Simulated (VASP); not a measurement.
Wanted: the native input for a VASP 6.6.1 run.

- Task: single point
- Functional: PBE
- Potentials or basis: VASP PAW PBE potentials, release 64 (Al, O)
- Cutoff: 520 eV
- k mesh: 6 × 6 × 6
- Occupations: gaussian, width 0.1 eV
- Spin: collinear spin
- Starting moments: [0.0, 0.0, 0.0, 0.0, 1.0, 1.0] μB
- Dipole correction: no
- Further INCAR settings: ALGO = Normal; EDIFF = 1e-06; NBANDS = 28

The structure of AlO2 lies in POSCAR:

```
AlO2
1.0
    1.4881620000     -5.4028330000      0.0000000000
    1.4881620000      5.4028330000      0.0000000000
    0.0000000000      0.0000000000      3.6466120000
Al O
2 4
Direct
    0.3318670000      0.6681330000      0.2500000000
    0.6681330000      0.3318670000      0.7500000000
    0.7058160000      0.2941840000      0.2500000000
    0.2941840000      0.7058160000      0.7500000000
    0.9389280000      0.0610720000      0.2500000000
    0.0610720000      0.9389280000      0.7500000000
```

The input as run:

INCAR

```
SYSTEM = AlO2
PREC = Accurate ; ENCUT = 520
EDIFF = 1E-6 ; ISMEAR = 0
SIGMA = 0.1 ; LREAL = .FALSE.
LASPH = .TRUE. ; NELM = 150
ALGO = Normal ; ISIF = 2
LWAVE = .FALSE. ; LCHARG = .TRUE.
ISPIN = 2 ; MAGMOM = 0 0 0 0 1 1
LORBIT = 11 ; GGA = PE
LELF = .TRUE. ; LVHAR = .TRUE.
NBANDS = 28
```

KPOINTS

```
regular mesh
0
G
  6 6 6
  0 0 0
```

Potentials or basis: VASP PAW PBE potentials, release 64 (Al, O).

Launch:

```console
$ cat potpaw_PBE.64/Al/POTCAR potpaw_PBE.64/O/POTCAR > POTCAR
$ mpirun -np 1 vasp_std > vasp.out
```

It gave:

| Property | Result |
| --- | --- |
| Pressure | -0.4 GPa |
| Largest force | 0.046 eV/Å |
| Net moment | 1.94 μB per cell |
| Site moments | Al -0.01; O +0.10, +0.73 (each value once) μB |
| Valence electrons inside the program's atomic spheres | Al 0.70; O 5.15, 4.90 (each value once) |

Caveat: the k points lie up to 0.36 Å⁻¹ apart.

Wall time 2.5 min on 1 thread of AMD EPYC 9R45 96-Core Processor (Zen 5), on a shared host, peak memory 0.28 GiB.
